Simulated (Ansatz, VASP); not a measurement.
**SiC in VASP and in Ansatz**

File INCAR:

```
PREC     = Accurate       # precision mode
ENCUT    = 520            # plane-wave cutoff, eV
EDIFF    = 1E-6           # SCF threshold, eV
ISMEAR   = -1             # smearing method
SIGMA    = 0.02           # smearing width, eV
LREAL    = Auto         
LASPH    = T              # aspherical terms in the spheres
NELM     = 80             # most SCF steps
ALGO     = Normal         # electronic algorithm
ISIF     = 2              # what is computed and relaxed
LWAVE    = F              # write WAVECAR
LCHARG   = F              # write CHGCAR
GGA      = PE             # functional
IBRION   = 2              # ionic algorithm
NSW      = 80             # ionic steps
EDIFFG   = -0.02          # ionic threshold
KPAR     = 4
```

File KPOINTS:

```
regular mesh
0
Gamma
  10 10 2
```

POSCAR

```
SiC
1.0
    3.0790000000      0.0000000000      0.0000000000
   -1.5395000000      2.6664922183      0.0000000000
    0.0000000000      0.0000000000     20.1460000000
Si C
8 8
Direct
    0.3333333333      0.6666666667      0.2500000000
    0.6666666667      0.3333333333      0.7500000000
    0.3333333333      0.6666666667      0.6250000000
    0.6666666667      0.3333333333      0.1250000000
    0.0000000000      0.0000000000      0.0000000000
    0.0000000000      0.0000000000      0.5000000000
    0.3333333333      0.6666666667      0.8750000000
    0.6666666667      0.3333333333      0.3750000000
    0.3333333333      0.6666666667      0.9690000000
    0.6666666667      0.3333333333      0.4690000000
    0.0000000000      0.0000000000      0.0940000000
    0.0000000000      0.0000000000      0.5940000000
    0.3333333333      0.6666666667      0.3440000000
    0.6666666667      0.3333333333      0.8440000000
    0.3333333333      0.6666666667      0.7190000000
    0.6666666667      0.3333333333      0.2190000000
```

Input for Ansatz:

```yaml
crystal:
  lattice:
    - [3.079, 0.0, 0.0]
    - [-1.5395, 2.6664922183, 0.0]
    - [0.0, 0.0, 20.146]
  atoms:
    - { symbol: Si, position: [0.3333333333, 0.6666666667, 0.25] }
    - { symbol: Si, position: [0.6666666667, 0.3333333333, 0.75] }
    - { symbol: Si, position: [0.3333333333, 0.6666666667, 0.625] }
    - { symbol: Si, position: [0.6666666667, 0.3333333333, 0.125] }
    - { symbol: Si, position: [0.0, 0.0, 0.0] }
    - { symbol: Si, position: [0.0, 0.0, 0.5] }
    - { symbol: Si, position: [0.3333333333, 0.6666666667, 0.875] }
    - { symbol: Si, position: [0.6666666667, 0.3333333333, 0.375] }
    - { symbol: C, position: [0.3333333333, 0.6666666667, 0.969] }
    - { symbol: C, position: [0.6666666667, 0.3333333333, 0.469] }
    - { symbol: C, position: [0.0, 0.0, 0.094] }
    - { symbol: C, position: [0.0, 0.0, 0.594] }
    - { symbol: C, position: [0.3333333333, 0.6666666667, 0.344] }
    - { symbol: C, position: [0.6666666667, 0.3333333333, 0.844] }
    - { symbol: C, position: [0.3333333333, 0.6666666667, 0.719] }
    - { symbol: C, position: [0.6666666667, 0.3333333333, 0.219] }
kpoints:
  mp_grid: { grid: [10, 10, 2] }
scf:
  occupations: { method: fermi_dirac, width: 0.02 }
hamiltonian:
  xc: pbe
  pseudopotentials: { kind: paw }
output:
  forces: true
  stress: true
  populations: true
  efg: { contact_densities: true }
relax:
  f_tol: 0.02
  max_steps: 60
```

Alike in both runs: task relaxation of the atoms; functional PBE; k mesh 10 × 10 × 2; occupations fermi-dirac, width 0.02 eV; no spin polarisation.

```csv
,VASP,Ansatz
version,VASP 6.6.1,Ansatz 0.2.0
potentials or method,"VASP PAW PBE potentials, release 64 (Si, C)","plane-wave PAW, scalar-relativistic"
plane-wave cutoff (eV),520,420
valence electrons in the cell,64,64
```

```tsv
	VASP	Ansatz	Ansatz less VASP
gap on the k mesh at the Fermi level, each at its own relaxed structure (eV)	1.77	1.77	+0.004
```

Ansatz's warnings: stress scf threshold loose.
